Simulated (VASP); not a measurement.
# Cs4I (Pm-3m) in VASP: further runs

The runs below take Cs4I through single point, relaxation of cell and atoms, with PBE.

All numbers are computed with VASP 6.6.1; they aren't measurements. Logs are shortened: lines on timing, memory, paths and dates and some standing lists are left out, and cuts for length are marked.

### 1 The cell of the first run

The structure is cubic, space group Pm-3m (No. 221). The conventional cell has a = 7.912 Å, b = 7.912 Å, c = 7.912 Å, α = 90.00°, β = 90.00°, γ = 90.00°. Within 5.2 Å of Cs (site symmetry 4/mmm) lie 2 I at 3.96 Å. Within 5.2 Å of I (site symmetry m-3m) lie 6 Cs at 3.96 Å.

### 2 Single point, PBE (99.04 Å³/atom)

Contents of INCAR:

```
ALGO = Normal
EDIFF = 1E-7
ENCUT = 520
GGA = PE
ISIF = 2
ISMEAR = 0
LASPH = T
LCHARG = F
LREAL = F
LWAVE = F
NBANDS = 30
NELM = 80
PREC = Accurate
SIGMA = 0.1
```

Contents of KPOINTS:

```
k-points
0
Gamma
  6 6 6
```

Contents of POSCAR:

```
Cs4I
1.0
    7.9115510465      0.0000000000      0.0000000000
    0.0000000000      7.9115510465      0.0000000000
    0.0000000000      0.0000000000      7.9115510465
Cs I
4 1
Direct
    0.5000000000      0.5000000000      0.5000000000
    0.5000000000      0.0000000000      0.0000000000
    0.0000000000      0.5000000000      0.0000000000
    0.0000000000      0.0000000000      0.5000000000
    0.0000000000      0.0000000000      0.0000000000
```

Potentials or basis: VASP PAW PBE potentials, release 64 (Cs_sv, I).

On the command line:

```console
$ cat potpaw_PBE.64/Cs_sv/POTCAR potpaw_PBE.64/I/POTCAR > POTCAR
$ mpirun -np 1 vasp_std > vasp.out
```

OUTCAR:

```text
EDIFF = 1E-7
   ENCUT = 520
   GGA = PE
   ISIF = 2
   ISMEAR = 0
   LASPH = T
   LREAL = F
   NELM = 80
   PREC = Accurate

 ion  position               nearest neighbor table
   1  0.500  0.500  0.500-
   2  0.500  0.000  0.000-
   3  0.000  0.500  0.000-
   4  0.000  0.000  0.500-
   5  0.000  0.000  0.000-

  LATTYP: Found a simple cubic cell.
 ALAT       =     7.9115510465

  Lattice vectors:

 A1 = (   7.9115510465,   0.0000000000,   0.0000000000)
 A2 = (   0.0000000000,   7.9115510465,   0.0000000000)
 A3 = (   0.0000000000,   0.0000000000,   7.9115510465)

Analysis of symmetry for initial positions (statically):
=====================================================================
 Subroutine PRICEL returns:
 Original cell was already a primitive cell.

 Routine SETGRP: Setting up the symmetry group for a
 simple cubic supercell.

 Subroutine GETGRP returns: Found 48 space group operations
 (whereof 48 operations were pure point group operations)
 out of a pool of 48 trial point group operations.

The static configuration has the point symmetry O_h .

Analysis of symmetry for dynamics (positions and initial velocities):
=====================================================================
 Subroutine PRICEL returns:
 Original cell was already a primitive cell.

 Routine SETGRP: Setting up the symmetry group for a
 simple cubic supercell.

 Subroutine GETGRP returns: Found 48 space group operations
 (whereof 48 operations were pure point group operations)
 out of a pool of 48 trial point group operations.

The dynamic configuration has the point symmetry O_h .

 Subroutine INISYM returns: Found 48 space group operations
 (whereof 48 operations are pure point group operations),
 and found     1 'primitive' translations

----------------------------------------------------------------------------------------

                                     Primitive cell

  volume of cell :     495.2049

  direct lattice vectors                    reciprocal lattice vectors
     7.911551046  0.000000000  0.000000000     0.126397465  0.000000000  0.000000000
     0.000000000  7.911551046  0.000000000     0.000000000  0.126397465  0.000000000
     0.000000000  0.000000000  7.911551046     0.000000000  0.000000000  0.126397465

  length of vectors
     7.911551046  7.911551046  7.911551046     0.126397465  0.126397465  0.126397465

  position of ions in fractional coordinates (direct lattice)
     0.500000000  0.500000000  0.500000000
     0.500000000  0.000000000  0.000000000
     0.000000000  0.500000000  0.000000000
     0.000000000  0.000000000  0.500000000
     0.000000000  0.000000000  0.000000000

  ion indices of the primitive-cell ions
   primitive index   ion index
                 1           1
                 2           2
                 3           3
                 4           4
                 5           5

----------------------------------------------------------------------------------------

 KPOINTS: k-points

Automatic generation of k-mesh.
 Grid dimensions read from file:
 generate k-points for:    6    6    6

 Generating k-lattice:

  Cartesian coordinates                     Fractional coordinates (reciprocal lattice)
     0.021066244  0.000000000  0.000000000     0.166666667  0.000000000  0.000000000
     0.000000000  0.021066244  0.000000000     0.000000000  0.166666667  0.000000000
     0.000000000  0.000000000  0.021066244     0.000000000  0.000000000  0.166666667

  Length of vectors
     0.021066244  0.021066244  0.021066244

  Shift w.r.t. Gamma in fractional coordinates (k-lattice)
     0.000000000  0.000000000  0.000000000

 Subroutine IBZKPT returns following result:
 ===========================================

 Found     20 irreducible k-points:

 Following reciprocal coordinates:
            Coordinates               Weight
  0.000000  0.000000  0.000000      1.000000
  0.166667  0.000000  0.000000      6.000000
  0.333333  0.000000  0.000000      6.000000
  0.500000  0.000000  0.000000      3.000000
  0.166667  0.166667  0.000000     12.000000
  0.333333  0.166667  0.000000     24.000000
[... 12 lines left out ...]
  0.500000  0.500000  0.333333      6.000000
  0.500000  0.500000  0.500000      1.000000
   k-points           NKPTS =     20   k-points in BZ     NKDIM =     20   number of bands    NBANDS=     30
   number of dos      NEDOS =    301   number of ions     NIONS =      5
   total plane-waves  NPLWV = 216000
   dimension x,y,z NGX =    60 NGY =   60 NGZ =   60
   dimension x,y,z NGXF=   120 NGYF=  120 NGZF=  120
   ions per type =               4   1
   NGX,Y,Z   is equivalent  to a cutoff of  12.61, 12.61, 12.61 a.u.
   NGXF,Y,Z  is equivalent  to a cutoff of  25.22, 25.22, 25.22 a.u.
 SYSTEM =  unknown system
   PREC   = accura    normal or accurate (medium, high low for compatibility)
   ISTART =      0    job   : 0-new  1-cont  2-samecut
   ICHARG =      2    charge: 1-file 2-atom 10-const
   ISPIN  =      1    spin polarized calculation?
   LNONCOLLINEAR =      F non collinear calculations
   LSORBIT =      F    spin-orbit coupling
   LASPH  =      T    aspherical Exc in radial PAW
   ENCUT  =  520.0 eV  38.22 Ry    6.18 a.u.  14.71 14.71 14.71*2*pi/ulx,y,z
   NELM   =     80;   NELMIN=  2; NELMDL= -5     # of ELM steps
   EDIFF  = 0.1E-06   stopping-criterion for ELM
   LREAL  =      F    real-space projection
   EDIFFG = 0.1E-05   stopping-criterion for IOM
   NSW    =      0    number of steps for IOM
   IBRION =     -1    ionic relax: 0-MD 1-quasi-New 2-CG
   NFREE  =      0    steps in history (QN), initial steepest desc. (CG)
   ISIF   =      2    stress and relaxation
   ISYM   =      2    0-nonsym 1-usesym 2-fastsym
   POTIM  = 0.5000    time-step for ionic-motion
   TEBEG  =    0.0;   TEEND  =   0.0 temperature during run
   PSTRESS=    0.0 pullay stress
   NELECT =      43.0000    total number of electrons
   NUPDOWN=      -1.0000    fix difference up-down
   EMIN   =  10.00;   EMAX   =-10.00  energy-range for DOS
   EFERMI =   0.00;   METHOD = LEGACY
   ISMEAR =     0;   SIGMA  =   0.10  broadening in eV -4-tet -1-fermi 0-gaus
   EFERMI_NEDOS =   21; number of points for ismear=-14 and -15
   IALGO  =     38    algorithm
   IMIX   =      4    mixing-type and parameters
     AMIX     =   0.40;   BMIX     =  1.00
     AMIX_MAG =   1.60;   BMIX_MAG =  1.00
  volume/ion in A,a.u.               =      99.04       668.36
  Fermi-wavevector in a.u.,A,eV,Ry     =   0.724941  1.369940  7.150399  0.525539
  Thomas-Fermi vector in A             =   1.815538
   LORBIT       =      0    0 simple, 1 ext, 2 COOP (PROOUT), +10 PAW based schemes
   GGA     = PE    functional components
   LHFCALC =     F    Hartree Fock is set to
   AEXX    =    0.0000 exact exchange contribution
   IVDW    =     0    specifies the selected vdW correction
   LEPSILON=     F    determine dielectric tensor
   LRPA    =     F    only Hartree local field effects (RPA)
 non-spin polarized calculation
 Gauss-broadening in eV      SIGMA  =   0.10
  energy-cutoff  :      520.00
  volume of cell :      495.20
 maximum number of plane-waves:     13365
 NGX is ok and might be reduce to    60
   NGX = 29   NGY = 29   NGZ = 29

 number of electron      42.9999983 magnetization

 Free energy of the ion-electron system (eV)
  ---------------------------------------------------
  ext. energy  EPLUGINS =         0.00000000
  ---------------------------------------------------
  free energy    TOTEN  =        -7.82531491 eV

  energy without entropy =       -7.80866190  energy(sigma->0) =       -7.81698841

 E-fermi :   0.9807     XC(G=0):  -5.5725

 val. band max:        0.9674317232   @ k =   0.3333   0.1667   0.1667
 cond. band min:       1.0380857354   @ k =   0.5000   0.5000   0.0000
 fundamental gap:      0.0706540123
 Fermi energy:         0.9807047647

 k-point     1 :       0.0000    0.0000    0.0000
  band No.  band energies     occupation
      1     -22.9612      2.00000
      2     -22.9562      2.00000
      3     -22.9562      2.00000
      4     -22.9281      2.00000
      5     -12.8325      2.00000
      6      -9.8292      2.00000
[... 22 lines left out ...]
     29       2.6199      0.00000
     30       2.8441      0.00000

 k-point     2 :       0.1667    0.0000    0.0000
  band No.  band energies     occupation
      1     -22.9609      2.00000
      2     -22.9565      2.00000
      3     -22.9562      2.00000
      4     -22.9282      2.00000
      5     -12.8372      2.00000
      6      -9.8250      2.00000
[... 22 lines left out ...]
     29       2.5970      0.00000
     30       3.0464      0.00000

 k-point     3 :       0.3333    0.0000    0.0000
  band No.  band energies     occupation
      1     -22.9601      2.00000
      2     -22.9572      2.00000
      3     -22.9562      2.00000
      4     -22.9282      2.00000
      5     -12.8465      2.00000
      6      -9.8141      2.00000
[... 22 lines left out ...]
     29       2.5491      0.00000
     30       2.7288      0.00000

 k-point     4 :       0.5000    0.0000    0.0000
  band No.  band energies     occupation
      1     -22.9594      2.00000
      2     -22.9578      2.00000
      3     -22.9562      2.00000
      4     -22.9282      2.00000
      5     -12.8512      2.00000
      6      -9.8037      2.00000
[... 484 lines left out ...]
     29       2.9573      0.00000
     30       3.0958      0.00000

 k-point    19 :       0.5000    0.5000    0.3333
  band No.  band energies     occupation
      1     -22.9577      2.00000
      2     -22.9577      2.00000
      3     -22.9577      2.00000
      4     -22.9283      2.00000
      5     -12.8833      2.00000
      6      -9.8262      2.00000
[... 22 lines left out ...]
     29       3.0870      0.00000
     30       3.1176      0.00000

 k-point    20 :       0.5000    0.5000    0.5000
  band No.  band energies     occupation
      1     -22.9577      2.00000
      2     -22.9577      2.00000
      3     -22.9577      2.00000
      4     -22.9283      2.00000
      5     -12.8879      2.00000
      6      -9.8303      2.00000
[... 22 lines left out ...]
     29       3.1725      0.00000
     30       3.1813      0.00000

------------------------ aborting loop because EDIFF is reached ----------------------------------------

  FORCE on cell =-STRESS in cart. coord.  units (eV):
  Direction    XX          YY          ZZ          XY          YZ          ZX
  --------------------------------------------------------------------------------------
  -------------------------------------------------------------------------------------
  Total       -0.2794957     -0.2794957     -0.2794957      0.0000000     -0.0000000      0.0000000
  in kB       -0.9042756     -0.9042756     -0.9042756      0.0000000     -0.0000000      0.0000000
  external PRESSURE =      -0.9042756 kB  Pullay stress =       0.0000000 kB

 VOLUME and BASIS-vectors are now :
 -----------------------------------------------------------------------------
  energy-cutoff  :      520.00
  volume of cell :      495.20
      direct lattice vectors                 reciprocal lattice vectors
     7.911551046  0.000000000  0.000000000     0.126397465  0.000000000  0.000000000
     0.000000000  7.911551046  0.000000000     0.000000000  0.126397465  0.000000000
     0.000000000  0.000000000  7.911551046     0.000000000  0.000000000  0.126397465

 POSITION                                       TOTAL-FORCE (eV/Angst)
 -----------------------------------------------------------------------------------
      3.95578      3.95578      3.95578         0.000000      0.000000      0.000000
      3.95578      0.00000      0.00000         0.000000      0.000000      0.000000
      0.00000      3.95578      0.00000         0.000000      0.000000      0.000000
      0.00000      0.00000      3.95578         0.000000      0.000000      0.000000
      0.00000      0.00000      0.00000         0.000000      0.000000      0.000000
 -----------------------------------------------------------------------------------
    total drift:                                0.000000     -0.000000     -0.000000

  FREE ENERGIE OF THE ION-ELECTRON SYSTEM (eV)
  ---------------------------------------------------
  free  energy   TOTEN  =        -7.8253149148 eV

  energy  without entropy=       -7.8086619040  energy(sigma->0) =       -7.81698841
```

Wall time 8 min (1 thread of Intel Xeon 8259CL, shared host); peak memory 0.65 GiB.

Results:

| Property | Result |
| --- | --- |
| Free energy | -7.8253 eV |
| Pressure | -0.1 GPa |
| Band gap on the k mesh | zero (an odd number of electrons rules out a gap without spin polarisation) |

Caveat: spin-orbit coupling is left out, which moves the levels of the heavy elements; an odd number of electrons without spin polarisation forces a metal; a magnetic or distorted state may lie lower.

### 3 Single point, PBE (101.93 Å³/atom)

This run uses another cell than the first one, of 101.93 Å³/atom.

Contents of INCAR:

```
ALGO     = Normal         # electronic algorithm
EDIFF    = 1E-6           # SCF threshold, eV
ENCUT    = 520            # plane-wave cutoff, eV
GGA      = PE             # functional
ISIF     = 2              # what is computed and relaxed
ISMEAR   = 0              # smearing method
LASPH    = T              # aspherical terms in the spheres
LCHARG   = F              # write CHGCAR
LREAL    = F              # projectors in reciprocal space
LWAVE    = F              # write WAVECAR
NBANDS   = 30             # bands
NELM     = 60             # most SCF steps
PREC     = Accurate       # precision mode
SIGMA    = 0.1            # smearing width, eV
```

KPOINTS is that of step 2.

Changes to POSCAR since step 2:

```diff
@@ -2,5 +2,5 @@
 1.0
-    7.9115510465      0.0000000000      0.0000000000
-    0.0000000000      7.9115510465      0.0000000000
-    0.0000000000      0.0000000000      7.9115510465
+    7.9876283197      0.0000000000      0.0000000000
+    0.0000000000      7.9876283197      0.0000000000
+    0.0000000000      0.0000000000      7.9876283197
 Cs I
```

Potentials or basis: VASP PAW PBE potentials, release 64 (Cs_sv, I).

On the command line:

```console
$ cat potpaw_PBE.64/Cs_sv/POTCAR potpaw_PBE.64/I/POTCAR > POTCAR
$ mpirun -np 1 vasp_std > vasp.out
```

It took 6.3 min on 1 thread of Intel Xeon 8259CL, shared host; peak memory 0.65 GiB.

The run converged. Its results:

- Free energy: -7.8140 eV
- Pressure: -0.2 GPa
- Band gap on the k mesh: zero (an odd number of electrons rules out a gap without spin polarisation)

Levels at points of the mesh, in eV from the Fermi level:
| k point | band 17 | band 18 | band 19 | band 20 | band 21 | band 22 | band 23 | band 24 | band 25 | band 26 |
| --- | --- | --- | --- | --- | --- | --- | --- | --- | --- | --- |
| (0.00, 0.00, 0.00) | -10.71 | -3.78 | -3.78 | -3.78 | -1.43 | 0.24 | 0.24 | 0.94 | 0.94 | 0.94 |
| (0.50, 0.00, 0.00) | -10.70 | -4.05 | -3.79 | -3.79 | -0.75 | -0.53 | 0.70 | 1.04 | 1.04 | 1.33 |
| (0.50, 0.50, 0.00) | -10.69 | -4.06 | -4.06 | -3.80 | -0.28 | 0.05 | 0.05 | 0.30 | 1.19 | 1.19 |
| (0.50, 0.50, 0.50) | -10.68 | -4.08 | -4.08 | -4.08 | -0.08 | 0.47 | 0.47 | 0.47 | 0.58 | 0.58 |

Caveat: spin-orbit coupling is left out, which moves the levels of the heavy elements; an odd number of electrons without spin polarisation forces a metal; a magnetic or distorted state may lie lower.

(Part 1 of 2 ends here.)

The gap in the log of VASP goes by the Fermi energy; the results here count the filled bands.